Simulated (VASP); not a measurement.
Runs of VASP 6.6.1 on TiO2. The structure is that of space group P4_2/mnm (No. 136), or close to it. The cells are those of the table. 

```tsv
task	cell	k mesh	cutoff (eV)	smearing	gap on the mesh (eV)	pressure (GPa)	largest force (eV/Å)
single point	a = 4.517, b = 4.517, c = 2.916 Å, 6 atoms	6 × 6 × 8	520	gaussian 0.01 eV	1.87	10.7	0.02
single point	a = 4.559, b = 4.559, c = 2.930 Å, 6 atoms	6 × 6 × 8	520	gaussian 0.01 eV	(b)	4.7	0.02
single point	a = 4.609, b = 4.609, c = 2.944 Å, 6 atoms	6 × 6 × 8	520	gaussian 0.01 eV	1.84	-1.4	0.03
single point	a = 4.486, b = 4.486, c = 2.905 Å, 6 atoms	6 × 6 × 8	520	gaussian 0.01 eV	1.89	15.8	0.02
single point	a = 4.591, b = 4.591, c = 2.939 Å, 6 atoms	6 × 6 × 8	520	gaussian 0.01 eV	1.84	0.7	0.02
relaxation of cell and atoms	relaxed to -2 GPa from a = 4.591, b = 4.591, c = 2.939 Å, 6 atoms	6 × 6 × 8	600	gaussian 0.01 eV	1.83	-2.0	-
relaxation of cell and atoms	relaxed to 2 GPa from a = 4.591, b = 4.591, c = 2.939 Å, 6 atoms	6 × 6 × 8	600	gaussian 0.01 eV	1.84	2.0	-
relaxation of cell and atoms	relaxed to 15 GPa from a = 4.591, b = 4.591, c = 2.939 Å, 6 atoms	6 × 6 × 8	600	gaussian 0.01 eV	1.89	15.0	-
single point	a = 4.538, b = 4.538, c = 2.923 Å, 6 atoms	6 × 6 × 8	520	gaussian 0.01 eV	1.86	(a)	0.02
single point	a = 4.591, b = 4.591, c = 2.939 Å, 6 atoms	8 × 8 × 12	520	fermi-dirac 0.1 eV	1.84	0.6	0.02
```

Alike in all rows: level PBEsol; potentials or basis VASP PAW PBE potentials, release 64 (Ti_sv, O); no spin polarisation.

Q: Estimate the missing entries.

A: (a) 7.7; (b) 1.85.

Caveats: the PAW data sets were made with another functional, which shifts forces and pressure a little; the cell stands under pressure (at least some runs); the cell is relaxed towards a set pressure, so the run minimises the enthalpy, not the energy (at least some runs).

A k mesh can miss the band edges.
